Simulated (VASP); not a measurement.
Write the native input for VASP 6.6.1 that does the following.

```
Task                   : single point
Functional             : PBE
Potentials or basis    : VASP PAW PBE potentials, release 64 (Sr_sv, O)
Cutoff                 : 520 eV
k mesh                 : 8 × 8 × 8
Occupations            : fermi-dirac, width 0.02 eV
Spin                   : non-collinear spin, zero start, spin-orbit coupling
Starting moments       : [[0.0, 0.0, 0.0], [0.0, 0.0, 0.0]] μB
Dipole correction      : no
Further INCAR settings : ALGO = Normal; EDIFF = 1e-06; NBANDS = 28
```

The structure of SrO lies in POSCAR:

```
SrO
1.0
    0.0000000000      2.5698000000      2.5698000000
    2.5698000000      0.0000000000      2.5698000000
    2.5698000000      2.5698000000      0.0000000000
Sr O
1 1
Direct
    0.0000000000      0.0000000000      0.0000000000
    0.5000000000      0.5000000000      0.5000000000
```

The input as run:

INCAR

```
SYSTEM = SrO
  ALGO = Normal
  EDIFF = 1E-6
  ENCUT = 520
  GGA = PE
  GGA_COMPAT = .False.
  ISIF = 2
  ISMEAR = -1
  LASPH = .True.
  LCHARG = .False.
  LORBIT = 11
  LORBMOM = .True.
  LREAL = .False.
  LSORBIT = .True.
  LWAVE = .False.
  MAGMOM = 0 0 0 0 0 0
  NBANDS = 28
  NELM = 150
  PREC = Accurate
  SIGMA = 0.02
```

KPOINTS

```
k-points
0
Gamma
  8 8 8
  0 0 0
```

Potentials or basis: VASP PAW PBE potentials, release 64 (Sr_sv, O).

The run is started by

```console
$ cat potpaw_PBE.64/Sr_sv/POTCAR potpaw_PBE.64/O/POTCAR > POTCAR
$ mpirun -np 1 vasp_ncl > vasp.out
```

It gave:

The pressure is 3.5 GPa, the net moment is 0.00 μB per cell and the valence electrons inside the program's atomic spheres are Sr 8.11; O 4.98.

Wall time 32 s on 1 thread of Intel(R) Xeon(R) 6975P-C (Granite Rapids), with other jobs on the host, peak memory 0.26 GiB.
